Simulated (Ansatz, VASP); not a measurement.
## Zn2InO in VASP and in Ansatz

```xyz
4
Lattice="4.1290 0.0000 0.0000 0.0000 4.1290 0.0000 0.0000 0.0000 4.5980" Properties=species:S:1:pos:R:3 pbc="T T T"
Zn    2.0645    0.0000    3.0208
Zn    0.0000    2.0645    1.5772
In    2.0645    2.0645    2.2990
O     0.0000    0.0000    0.0000
```

Alike in both runs: task relaxation of cell and atoms; functional PBE; k mesh 4 × 4 × 4; occupations gaussian, width 0.1 eV; no spin polarisation.

```csv
,VASP,Ansatz
version,VASP 6.6.1,Ansatz 0.2.0
potentials or method,"VASP PAW PBE potentials, release 64 (Zn, In_d, O), cutoff 600 eV","scalar-relativistic, plane waves, PAW"
valence electrons in the cell,43,43
```

```tsv
	VASP	Ansatz	Ansatz less VASP
gap on the k mesh at the Fermi level, each at its own relaxed structure (eV)	none	none	-
relaxed volume (Å³/atom)	17.42	17.53	+0.116
relaxed length of the cell vector where the two differ most in proportion (Å)	6.652	6.840	+0.1871
```

A gap of «none» marks a metal or a gap that the smearing closes.

The k mesh is coarse, so the values compare programs but aren't converged.
